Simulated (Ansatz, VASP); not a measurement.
**One calculation of Os, two programs**

File INCAR:

```
ALGO = Normal
EDIFF = 1E-6
ENCUT = 600
GGA = PS
GGA_COMPAT = F
ISIF = 2
ISMEAR = 0
LASPH = T
LCHARG = T
LELF = T
LREAL = F
LVHAR = T
LWAVE = F
NBANDS = 10
NELM = 120
PREC = Accurate
SIGMA = 0.1
```

KPOINTS

```
k-points
0
Gamma
  6 6 6
```

The input POSCAR:

```
Os
1.0
    0.0000000000      1.9102056067      1.9102056067
    1.9102056067      0.0000000000      1.9102056067
    1.9102056067      1.9102056067      0.0000000000
Os
1
Direct
    0.0000000000      0.0000000000      0.0000000000
```

Input for Ansatz:

```yaml
crystal:
  lattice:
    - [0.0, 1.9102056067, 1.9102056067]
    - [1.9102056067, 0.0, 1.9102056067]
    - [1.9102056067, 1.9102056067, 0.0]
  atoms:
    - { symbol: Os, position: [0.0, 0.0, 0.0] }
basis:
  ecutwfc: 420
kpoints:
  mp_grid: { grid: [6, 6, 6] }
hamiltonian:
  xc: pbesol
  pseudopotentials: { kind: paw, azcp: { folder: soft_1 } }
scf:
  occupations: { method: gaussian, width: 0.1 }
output:
  forces: true
  stress: true
  eigenvalues: true
```

Alike in both runs: task single point; functional PBEsol; k mesh 6 × 6 × 6; occupations gaussian, width 0.1 eV; no spin polarisation.

|  | VASP | Ansatz |
| --- | --- | --- |
| version | VASP 6.6.1 | Ansatz 0.2.0 |
| potentials or method | VASP PAW PBE potentials, release 64 (Os), cutoff 600 eV | scalar-relativistic, plane waves, PAW |
| valence electrons in the cell | 8 | 16 |

Ansatz gave:

- gap on the k mesh at the Fermi level (eV): none
- pressure (GPa): 1.4

Question: Which values does VASP return?

Answer: gap on the k mesh at the Fermi level (eV): none; pressure (GPa): 1.9.

VASP's potentials were made for PBE, not for PBEsol, and Ansatz warns of the same on its side. A gap of «none» marks a metal or a gap that the smearing closes. VASP's potentials hold 8 valence electrons a cell and Ansatz's 16, so a difference there can come from the potentials and not from the codes.

The k mesh is coarse, so the values compare programs but aren't converged. Neither program's run includes spin-orbit coupling.
